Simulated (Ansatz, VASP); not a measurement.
Sn: VASP beside Ansatz

The input INCAR:

```
  PREC = Accurate
  ENCUT = 520
  EDIFF = 1E-6
  ISMEAR = -1
  SIGMA = 0.1
  LREAL = F
  LASPH = T
  NELM = 80
  ALGO = Normal
  ISIF = 2
  LWAVE = F
  LCHARG = F
  GGA = B5
  ALDAX = 1.0
  AGGAX = 1.0
  AGGAC = 1.0
  ALDAC = 0.0
  NBANDS = 28
```

File KPOINTS:

```
Automatic mesh
0
Gamma
  7 7 11
```

POSCAR

```
Sn
1.0
    5.8450292505      0.0000000000      0.0000000000
   -2.9225146253      5.0619438168      0.0000000000
    0.0000000000      0.0000000000      3.3956967310
Sn
3
Direct
    1.0000000000      1.0000000000      0.0000000000
    0.3333333333      0.6666666667      0.5000000000
    0.6666666667      0.3333333333      0.5000000000
```

Input for Ansatz:

```yaml
crystal:
  lattice:
    - [5.8450292505, 0.0, 0.0]
    - [-2.9225146253, 5.0619438168, 0.0]
    - [0.0, 0.0, 3.395696731]
  atoms:
    - { symbol: Sn, position: [1.0, 1.0, 0.0] }
    - { symbol: Sn, position: [0.3333333333, 0.6666666667, 0.5] }
    - { symbol: Sn, position: [0.6666666667, 0.3333333333, 0.5] }
hamiltonian:
  xc: blyp
  pseudopotentials:
    kind: paw
    azcp:
      Sn: "pseudopotentials/Sn.paw.azcp"
basis:
  ecutwfc: 420
  fft_grid_basis: typed
kpoints:
  mp_grid: { grid: [7, 7, 11], shift: [0, 0, 0] }
magnetization:
  spin_polarized: false
scf:
  occupations: { method: fermi_dirac, width: 0.1 }
  lower_state_search: "off"
output:
  stress: true
```

Alike in both runs: task single point; functional BLYP; k mesh 7 × 7 × 11; occupations fermi-dirac, width 0.1 eV; no spin polarisation.

|  | VASP | Ansatz |
| --- | --- | --- |
| version | VASP 6.6.1 | Ansatz 0.2.0 |
| potentials or method | VASP PAW PBE potentials, release 64 (Sn_d), cutoff 520 eV | plane waves (420 eV) with PAW, scalar-relativistic |
| valence electrons in the cell | 42 | 42 |

|  | VASP | Ansatz | Ansatz less VASP |
| --- | --- | --- | --- |
| pressure (GPa) | -2.3 | -2.2 | +0.03 |
| traceless stress, the component that is largest in VASP (GPa) | 0.33 | 0.32 | 0.000 |

VASP's potentials were made for PBE, not for BLYP. The functional is the same, so the differences come from potentials, cutoffs and numerics.
